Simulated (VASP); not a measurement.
# AlN in VASP: notebook

The runs below take AlN through single point, with PBEsol.

Program: VASP 6.6.1. These are calculated values, not measurements. Logs are shortened: lines on timing, memory, paths and dates and some standing lists are left out, and cuts for length are marked.

**1. The cell of the first run**

Symmetry: F-43m, No. 216, cubic system. The conventional cell has a = 4.355 Å, b = 4.355 Å, c = 4.355 Å, α = 90.00°, β = 90.00°, γ = 90.00°. Within 2.5 Å of Al (site symmetry -43m) lie 4 N at 1.89 Å. Within 2.5 Å of N (site symmetry -43m) lie 4 Al at 1.89 Å.

**2. Single point, PBEsol**

Input file INCAR:

```
PREC     = Accurate       # precision mode
ENCUT    = 520            # plane-wave cutoff, eV
EDIFF    = 1E-6           # SCF threshold, eV
ISMEAR   = 0              # smearing method
SIGMA    = 0.01           # smearing width, eV
LREAL    = False          # projectors in reciprocal space
LASPH    = True           # aspherical terms in the spheres
NELM     = 80             # most SCF steps
ALGO     = Normal         # electronic algorithm
ISIF     = 2              # what is computed and relaxed
LWAVE    = False          # write WAVECAR
LCHARG   = False          # write CHGCAR
GGA      = PS             # functional
NBANDS   = 11             # bands
```

Input file KPOINTS:

```
Automatic mesh
0
Gamma
  8 8 8
```

Input file POSCAR:

```
AlN
1.0
    0.0000000000      2.1777344481      2.1777344481
    2.1777344481      0.0000000000      2.1777344481
    2.1777344481      2.1777344481      0.0000000000
Al N
1 1
Direct
    0.0000000000      0.0000000000      0.0000000000
    0.2500000000      0.2500000000      0.2500000000
```

Potentials or basis: VASP PAW PBE potentials, release 64 (Al, N).

On the command line:

```sh
cat potpaw_PBE.64/Al/POTCAR potpaw_PBE.64/N/POTCAR > POTCAR
mpirun -np 1 vasp_std > vasp.out
```

OUTCAR:

```text
PREC = Accurate
   ENCUT = 520
   EDIFF = 1E-6
   ISMEAR = 0
   LREAL = False
   LASPH = True
   NELM = 80
   ISIF = 2
   GGA = PS

 ion  position               nearest neighbor table
   1  0.000  0.000  0.000-   2 1.89   2 1.89   2 1.89   2 1.89
   2  0.250  0.250  0.250-   1 1.89   1 1.89   1 1.89   1 1.89

  LATTYP: Found a face centered cubic cell.
 ALAT       =     4.3554688962

  Lattice vectors:

 A1 = (   0.0000000000,   2.1777344481,   2.1777344481)
 A2 = (   2.1777344481,   0.0000000000,   2.1777344481)
 A3 = (   2.1777344481,   2.1777344481,   0.0000000000)

Analysis of symmetry for initial positions (statically):
=====================================================================
 Subroutine PRICEL returns:
 Original cell was already a primitive cell.

 Routine SETGRP: Setting up the symmetry group for a
 face centered cubic supercell.

 Subroutine GETGRP returns: Found 24 space group operations
 (whereof 24 operations were pure point group operations)
 out of a pool of 48 trial point group operations.

The static configuration has the point symmetry T_d .

Analysis of symmetry for dynamics (positions and initial velocities):
=====================================================================
 Subroutine PRICEL returns:
 Original cell was already a primitive cell.

 Routine SETGRP: Setting up the symmetry group for a
 face centered cubic supercell.

 Subroutine GETGRP returns: Found 24 space group operations
 (whereof 24 operations were pure point group operations)
 out of a pool of 48 trial point group operations.

The dynamic configuration has the point symmetry T_d .

 Subroutine INISYM returns: Found 24 space group operations
 (whereof 24 operations are pure point group operations),
 and found     1 'primitive' translations

----------------------------------------------------------------------------------------

                                     Primitive cell

  volume of cell :      20.6559

  direct lattice vectors                    reciprocal lattice vectors
     0.000000000  2.177734448  2.177734448    -0.229596405  0.229596405  0.229596405
     2.177734448  0.000000000  2.177734448     0.229596405 -0.229596405  0.229596405
     2.177734448  2.177734448  0.000000000     0.229596405  0.229596405 -0.229596405

  length of vectors
     3.079781592  3.079781592  3.079781592     0.397672638  0.397672638  0.397672638

  position of ions in fractional coordinates (direct lattice)
     0.000000000  0.000000000  0.000000000
     0.250000000  0.250000000  0.250000000

  ion indices of the primitive-cell ions
   primitive index   ion index
                 1           1
                 2           2

----------------------------------------------------------------------------------------

 KPOINTS: Automatic mesh

Automatic generation of k-mesh.
 Grid dimensions read from file:
 generate k-points for:    8    8    8

 Generating k-lattice:

  Cartesian coordinates                     Fractional coordinates (reciprocal lattice)
    -0.028699551  0.028699551  0.028699551     0.125000000  0.000000000  0.000000000
     0.028699551 -0.028699551  0.028699551     0.000000000  0.125000000  0.000000000
     0.028699551  0.028699551 -0.028699551     0.000000000  0.000000000  0.125000000

  Length of vectors
     0.049709080  0.049709080  0.049709080

  Shift w.r.t. Gamma in fractional coordinates (k-lattice)
     0.000000000  0.000000000  0.000000000

 Subroutine IBZKPT returns following result:
 ===========================================

 Found     29 irreducible k-points:

 Following reciprocal coordinates:
            Coordinates               Weight
  0.000000  0.000000  0.000000      1.000000
  0.125000  0.000000  0.000000      8.000000
  0.250000  0.000000  0.000000      8.000000
  0.375000  0.000000  0.000000      8.000000
  0.500000  0.000000  0.000000      4.000000
  0.125000  0.125000  0.000000      6.000000
[... 16 lines left out ...]
  0.500000  0.250000  0.125000     48.000000
 -0.375000  0.250000  0.125000     24.000000
 [... further k-points ...]
   k-points           NKPTS =     29   k-points in BZ     NKDIM =     29   number of bands    NBANDS=     11
   number of dos      NEDOS =    301   number of ions     NIONS =      2
   total plane-waves  NPLWV =  13824
   dimension x,y,z NGX =    24 NGY =   24 NGZ =   24
   dimension x,y,z NGXF=    48 NGYF=   48 NGZF=   48
   ions per type =               1   1
   NGX,Y,Z   is equivalent  to a cutoff of  12.96, 12.96, 12.96 a.u.
   NGXF,Y,Z  is equivalent  to a cutoff of  25.91, 25.91, 25.91 a.u.
 SYSTEM =  unknown system
   PREC   = accura    normal or accurate (medium, high low for compatibility)
   ISTART =      0    job   : 0-new  1-cont  2-samecut
   ICHARG =      2    charge: 1-file 2-atom 10-const
   ISPIN  =      1    spin polarized calculation?
   LNONCOLLINEAR =      F non collinear calculations
   LSORBIT =      F    spin-orbit coupling
   LASPH  =      T    aspherical Exc in radial PAW
   ENCUT  =  520.0 eV  38.22 Ry    6.18 a.u.   5.73  5.73  5.73*2*pi/ulx,y,z
   NELM   =     80;   NELMIN=  2; NELMDL= -5     # of ELM steps
   EDIFF  = 0.1E-05   stopping-criterion for ELM
   LREAL  =      F    real-space projection
   EDIFFG = 0.1E-04   stopping-criterion for IOM
   NSW    =      0    number of steps for IOM
   IBRION =     -1    ionic relax: 0-MD 1-quasi-New 2-CG
   NFREE  =      0    steps in history (QN), initial steepest desc. (CG)
   ISIF   =      2    stress and relaxation
   ISYM   =      2    0-nonsym 1-usesym 2-fastsym
   POTIM  = 0.5000    time-step for ionic-motion
   TEBEG  =    0.0;   TEEND  =   0.0 temperature during run
   PSTRESS=    0.0 pullay stress
   NELECT =       8.0000    total number of electrons
   NUPDOWN=      -1.0000    fix difference up-down
   EMIN   =  10.00;   EMAX   =-10.00  energy-range for DOS
   EFERMI =   0.00;   METHOD = LEGACY
   ISMEAR =     0;   SIGMA  =   0.01  broadening in eV -4-tet -1-fermi 0-gaus
   EFERMI_NEDOS =   21; number of points for ismear=-14 and -15
   IALGO  =     38    algorithm
   IMIX   =      4    mixing-type and parameters
     AMIX     =   0.40;   BMIX     =  1.00
     AMIX_MAG =   1.60;   BMIX_MAG =  1.00
  volume/ion in A,a.u.               =      10.33        69.70
  Fermi-wavevector in a.u.,A,eV,Ry     =   1.193319  2.255046 19.374837  1.424010
  Thomas-Fermi vector in A             =   2.329336
   LORBIT       =      0    0 simple, 1 ext, 2 COOP (PROOUT), +10 PAW based schemes
   GGA     = PS    functional components
   LHFCALC =     F    Hartree Fock is set to
   AEXX    =    0.0000 exact exchange contribution
   IVDW    =     0    specifies the selected vdW correction
   LEPSILON=     F    determine dielectric tensor
   LRPA    =     F    only Hartree local field effects (RPA)
 non-spin polarized calculation
 Gauss-broadening in eV      SIGMA  =   0.01
  energy-cutoff  :      520.00
  volume of cell :       20.66
 maximum number of plane-waves:       568
   NGX = 11   NGY = 11   NGZ = 11

 number of electron       7.9999999 magnetization

 Free energy of the ion-electron system (eV)
  ---------------------------------------------------
  ext. energy  EPLUGINS =         0.00000000
  ---------------------------------------------------
  free energy    TOTEN  =       -15.60800254 eV

  energy without entropy =      -15.60800254  energy(sigma->0) =      -15.60800254

 E-fermi :   6.0574     XC(G=0): -11.1669

 val. band max:        5.9599678368   @ k =   0.0000   0.0000   0.0000
 cond. band min:       9.1505649587   @ k =   0.5000   0.5000   0.0000
 fundamental gap:      3.1905971219
 Fermi energy:         6.0573988419

 k-point     1 :       0.0000    0.0000    0.0000
  band No.  band energies     occupation
      1      -9.0487      2.00000
      2       5.9600      2.00000
      3       5.9600      2.00000
      4       5.9600      2.00000
      5      10.1687      0.00000
      6      18.5131      0.00000
      7      18.5131      0.00000
      8      18.5131      0.00000
      9      23.6157      0.00000
     10      23.6157      0.00000
     11      24.9852      0.00000

 k-point     2 :       0.1250    0.0000    0.0000
  band No.  band energies     occupation
      1      -8.8167      2.00000
      2       4.7668      2.00000
      3       5.8808      2.00000
      4       5.8808      2.00000
      5      11.1111      0.00000
      6      17.9358      0.00000
      7      18.6865      0.00000
      8      18.6865      0.00000
      9      22.0484      0.00000
     10      22.0484      0.00000
     11      23.9103      0.00000

 k-point     3 :       0.2500    0.0000    0.0000
  band No.  band energies     occupation
      1      -8.1780      2.00000
      2       2.6588      2.00000
      3       5.7025      2.00000
      4       5.7025      2.00000
      5      12.4192      0.00000
      6      16.9115      0.00000
      7      18.2548      0.00000
      8      18.2548      0.00000
      9      22.1938      0.00000
     10      22.1938      0.00000
     11      23.1229      0.00000

 k-point     4 :       0.3750    0.0000    0.0000
  band No.  band energies     occupation
      1      -7.3652      2.00000
      2       0.8047      2.00000
      3       5.5402      2.00000
      4       5.5402      2.00000
      5      13.1283      0.00000
      6      16.1065      0.00000
      7      17.3921      0.00000
      8      17.3921      0.00000
      9      23.4405      0.00000
     10      24.2481      0.00000
     11      24.2481      0.00000

 k-point     5 :       0.5000    0.0000    0.0000
  band No.  band energies     occupation
      1      -6.9387      2.00000
      2       0.0102      2.00000
      3       5.4771      2.00000
      4       5.4771      2.00000
      5      13.3236      0.00000
      6      15.7840      0.00000
      7      17.0486      0.00000
      8      17.0486      0.00000
      9      23.9028      0.00000
     10      26.0417      0.00000
     11      26.0417      0.00000
[... 211 lines left out ...]
 k-point    21 :       0.5000    0.5000    0.0000
  band No.  band energies     occupation
      1      -6.2841      2.00000
      2       0.9869      2.00000
      3       4.1617      2.00000
      4       4.1617      2.00000
      5       9.1506      0.00000
      6      14.4934      0.00000
      7      19.9508      0.00000
      8      21.6924      0.00000
      9      21.6924      0.00000
     10      29.6272      0.00000
     11      29.9233      0.00000

 k-point    22 :       0.3750    0.2500    0.1250
  band No.  band energies     occupation
      1      -7.6632      2.00000
      2       2.3546      2.00000
      3       4.4586      2.00000
      4       5.3509      2.00000
      5      12.7302      0.00000
      6      16.4582      0.00000
      7      16.7820      0.00000
      8      19.2202      0.00000
      9      20.5887      0.00000
     10      25.0612      0.00000
     11      27.5631      0.00000

 k-point    23 :       0.5000    0.2500    0.1250
  band No.  band energies     occupation
      1      -6.9609      2.00000
      2       1.2709      2.00000
      3       3.8587      2.00000
      4       5.0162      2.00000
      5      12.9335      0.00000
      6      15.5701      0.00000
      7      17.4912      0.00000
      8      18.8165      0.00000
      9      21.9845      0.00000
     10      25.5974      0.00000
     11      27.7116      0.00000

 k-point    24 :      -0.3750    0.2500    0.1250
  band No.  band energies     occupation
      1      -6.6093      2.00000
      2       0.7353      2.00000
      3       3.7039      2.00000
      4       4.8255      2.00000
      5      12.9776      0.00000
      6      15.1910      0.00000
      7      18.1209      0.00000
      8      18.6290      0.00000
      9      23.1377      0.00000
     10      24.7005      0.00000
     11      27.9808      0.00000

 [... further k-points ...]
[... 5 lines left out ...]
  --------------------------------------------------------------------------------------
  -------------------------------------------------------------------------------------
  Total        0.4049447      0.4049447      0.4049447      0.0000000      0.0000000      0.0000000
  in kB       31.4095406     31.4095406     31.4095406      0.0000000      0.0000000      0.0000000
  external PRESSURE =      31.4095406 kB  Pullay stress =       0.0000000 kB

 VOLUME and BASIS-vectors are now :
 -----------------------------------------------------------------------------
  energy-cutoff  :      520.00
  volume of cell :       20.66
      direct lattice vectors                 reciprocal lattice vectors
     0.000000000  2.177734448  2.177734448    -0.229596405  0.229596405  0.229596405
     2.177734448  0.000000000  2.177734448     0.229596405 -0.229596405  0.229596405
     2.177734448  2.177734448  0.000000000     0.229596405  0.229596405 -0.229596405

 POSITION                                       TOTAL-FORCE (eV/Angst)
 -----------------------------------------------------------------------------------
      0.00000      0.00000      0.00000        -0.000000      0.000000     -0.000000
      1.08887      1.08887      1.08887         0.000000     -0.000000      0.000000
 -----------------------------------------------------------------------------------
    total drift:                                0.000000      0.000000      0.000000

  FREE ENERGIE OF THE ION-ELECTRON SYSTEM (eV)
  ---------------------------------------------------
  free  energy   TOTEN  =       -15.6080025364 eV

  energy  without entropy=      -15.6080025364  energy(sigma->0) =      -15.60800254
```

Wall time 3.2 s (1 thread of Intel Xeon 6975P-C (Granite Rapids), shared host); peak memory 0.12 GiB.

What came out:

```yaml
Free_energy: -15.6080 eV
Pressure: 3.1 GPa
Band_gap_on_the_k_mesh: 3.19 eV, indirect (least direct gap 4.21 eV)
```

Levels at points of the mesh, in eV from the valence-band top:
```tsv
k point	band 1	band 2	band 3	band 4	band 5	band 6	band 7	band 8
(0.00, 0.00, 0.00)	-15.01	0.00	0.00	0.00	4.21	12.55	12.55	12.55
(0.50, 0.00, 0.00)	-12.90	-5.95	-0.48	-0.48	7.36	9.82	11.09	11.09
(0.50, 0.50, 0.00)	-12.24	-4.97	-1.80	-1.80	3.19	8.53	13.99	15.73
```

Caveat: the PAW data sets were made with another functional, which shifts forces and pressure a little.

**3. Single point, PBEsol**

This run uses another cell than the first one, of 10.64 Å³/atom, 1.030 times its volume.

Input file INCAR:

```
SYSTEM = AlN
PREC = Accurate
ENCUT = 520
EDIFF = 1E-6
ISMEAR = 0
SIGMA = 0.01
LREAL = .False.
LASPH = .True.
NELM = 80
ALGO = Normal
ISIF = 2
LWAVE = .False.
LCHARG = .False.
GGA = PS
NBANDS = 11
```

Input file KPOINTS:

```
Automatic mesh
0
Gamma
  8 8 8
  0 0 0
```

Input file POSCAR:

```
AlN
1.0
    0.0000000000      2.1996212265      2.1996212265
    2.1996212265      0.0000000000      2.1996212265
    2.1996212265      2.1996212265      0.0000000000
Al N
1 1
Direct
    0.0000000000      0.0000000000      0.0000000000
    0.2500000000      0.2500000000      0.2500000000
```

Potentials or basis: VASP PAW PBE potentials, release 64 (Al, N).

On the command line:

```sh
cat potpaw_PBE.64/Al/POTCAR potpaw_PBE.64/N/POTCAR > POTCAR
mpirun -np 1 vasp_std > vasp.out
```

Wall time 3.4 s (1 thread of Intel Xeon 6975P-C (Granite Rapids), shared host); peak memory 0.13 GiB.

The run converged. Its results:

- Free energy: -15.6085 eV
- Pressure: -2.9 GPa
- Band gap on the k mesh: 3.18 eV, indirect (least direct gap 3.95 eV)

Levels at points of the mesh, in eV from the valence-band top:
```csv
k point,band 1,band 2,band 3,band 4,band 5,band 6,band 7,band 8
"(0.00, 0.00, 0.00)",-14.83,0.00,0.00,0.00,3.95,12.26,12.26,12.26
"(0.50, 0.00, 0.00)",-12.81,-5.82,-0.48,-0.48,7.09,9.62,10.90,10.90
"(0.50, 0.50, 0.00)",-12.19,-4.88,-1.77,-1.77,3.18,8.35,13.59,15.36
```

Caveat: the PAW data sets were made with another functional, which shifts forces and pressure a little. A hybrid or GW would open this gap; PBEsol tends to underestimate it.

**4. Single point, PBEsol (z stretched by -0.5 %, x and y held)**

Input file INCAR:

```
SYSTEM = AlN
ALGO = Normal
EDIFF = 1E-6
ENCUT = 520
GGA = PS
ISIF = 2
ISMEAR = 0
LASPH = .TRUE.
LCHARG = .FALSE.
LREAL = .FALSE.
LWAVE = .FALSE.
NBANDS = 11
NELM = 60
PREC = Accurate
SIGMA = 0.01
```

Input file KPOINTS:

```
k-points
0
G
  8 8 8
  0 0 0
```

Input file POSCAR:

```
AlN
1.0
    0.0000000000      2.1886778373      2.1777344481
    2.1886778373      0.0000000000      2.1777344481
    2.1886778373      2.1886778373      0.0000000000
Al N
1 1
Direct
    0.0000000000      0.0000000000      0.0000000000
    0.2500000000      0.2500000000      0.2500000000
```

On the command line:

```sh
cat potpaw_PBE.64/Al/POTCAR potpaw_PBE.64/N/POTCAR > POTCAR
mpirun -np 1 vasp_std > vasp.out
```

It took 3.9 s on 1 thread of Intel Xeon 6975P-C (Granite Rapids), shared host; peak memory 0.13 GiB.

It converged, with:

```
Free energy            : -15.6107 eV
Pressure               : 1.0 GPa
Band gap on the k mesh : 3.16 eV, indirect (least direct gap 4.11 eV)
```

Stress tensor (GPa, compression positive):
```
0.82 0.00 0.00
0.00 0.82 0.00
0.00 0.00 1.45
```

Levels at points of the mesh, in eV from the valence-band top:
| k point | band 1 | band 2 | band 3 | band 4 | band 5 | band 6 | band 7 | band 8 | band 9 |
| --- | --- | --- | --- | --- | --- | --- | --- | --- | --- |
| (0.00, 0.00, 0.00) | -14.96 | -0.02 | -0.02 | 0.00 | 4.11 | 12.44 | 12.44 | 12.44 | 17.48 |
| (0.50, 0.00, 0.00) | -12.88 | -5.92 | -0.52 | -0.47 | 7.26 | 9.74 | 10.97 | 11.06 | 17.79 |
| (0.50, 0.50, 0.00) | -12.22 | -4.92 | -1.83 | -1.83 | 3.16 | 8.41 | 13.90 | 15.57 | 15.57 |
| (0.50, 0.00, 0.50) | -12.25 | -4.97 | -1.79 | -1.79 | 3.18 | 8.49 | 13.81 | 15.53 | 15.68 |

Caveat: the cell differs from its parent crystal (z stretched by -0.5 %, x and y held); the PAW data sets were made with another functional, which shifts forces and pressure a little. A k mesh can miss the band edges.

**5. Summary**

```csv
cell,gap on the mesh (eV),pressure (GPa)
"a = 3.080 Å, angles 60.0°, 2 atoms",3.19,3.1
"a = 3.111 Å, angles 60.0°, 2 atoms",3.18,-2.9
"a = 3.088, b = 3.088, c = 3.095 Å, angles 59.9, 59.9, 60.2°, 2 atoms",3.16,1.0
```

Alike in all rows: task single point; level PBEsol; potentials or basis VASP PAW PBE potentials, release 64 (Al, N); no spin polarisation; k mesh 8 × 8 × 8; cutoff (eV) 520; smearing gaussian 0.01 eV.

Caveats: the PAW data sets were made with another functional, which shifts forces and pressure a little.

Total energies depend on the potentials used, so only differences within one code and one set of settings carry meaning.
